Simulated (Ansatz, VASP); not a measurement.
## Two plane-wave programs on Sn

```xyz
4
Lattice="4.6931 0.0000 0.0000 -2.3465 4.0643 0.0000 0.0000 0.0000 7.7140" Properties=species:S:1:pos:R:3 pbc="T T T"
Sn    2.3465    1.3548    0.4829
Sn    0.0000    2.7096    4.3399
Sn    2.3465    1.3548    3.3741
Sn    0.0000    2.7096    7.2311
```

Alike in both runs: functional PBE; k mesh 12 × 12 × 6; occupations gaussian, width 0.01 eV; no spin polarisation.

Ansatz relaxed the structure, and its values are those at the end. VASP's run is a single point on that final structure, the one shown.

```csv
,VASP,Ansatz
version,VASP 6.6.1,Ansatz 0.2.0
potentials or method,"VASP PAW PBE potentials, release 64 (Sn_d), cutoff 520 eV","scalar-relativistic, plane waves, PAW"
valence electrons in the cell,56,56
```

|  | VASP | Ansatz | Ansatz less VASP |
| --- | --- | --- | --- |
| gap on the k mesh at the Fermi level (eV) | none | none | - |
| pressure (GPa) | -0.1 | 0.0 | +0.04 |

A gap of «none» marks a metal or a gap that the smearing closes. With one functional, cell and mesh, what is left measures potentials, basis and numerics.
